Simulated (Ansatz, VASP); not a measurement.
**MgB2 in VASP and in Ansatz**

```
Mg B
1.0
     3.06940    0.00000    0.00000
    -1.53470    2.65818    0.00000
     0.00000    0.00000    3.50830
Mg B
1 2
Direct
  0.00000 0.00000 0.00000
  0.33333 0.66667 0.50000
  0.66667 0.33333 0.50000
```

Alike in both runs: task single point; functional r2SCAN; k mesh 18 × 18 × 12; occupations gaussian, width 0.1 eV; no spin polarisation.

|  | VASP | Ansatz |
| --- | --- | --- |
| version | VASP 6.6.1 | Ansatz 0.2.0 |
| potentials or method | VASP PAW PBE potentials, release 64 (Mg, B), cutoff 520 eV | scalar-relativistic, plane waves, PAW |
| valence electrons in the cell | 8 | 16 |

```csv
,VASP,Ansatz,Ansatz less VASP
gap on the k mesh at the Fermi level (eV),none,none,-
pressure (GPa),-0.4,0.0,+0.42
"traceless stress, the component that is largest in VASP (GPa)",-0.20,0.03,+0.235
```

VASP's potentials were made for PBE, not for r2SCAN. A gap of «none» marks a metal or a gap that the smearing closes. The functional is the same, so the differences come from potentials, cutoffs and numerics. VASP's potentials hold 8 valence electrons a cell and Ansatz's 16, so a difference there can come from the potentials and not from the codes.
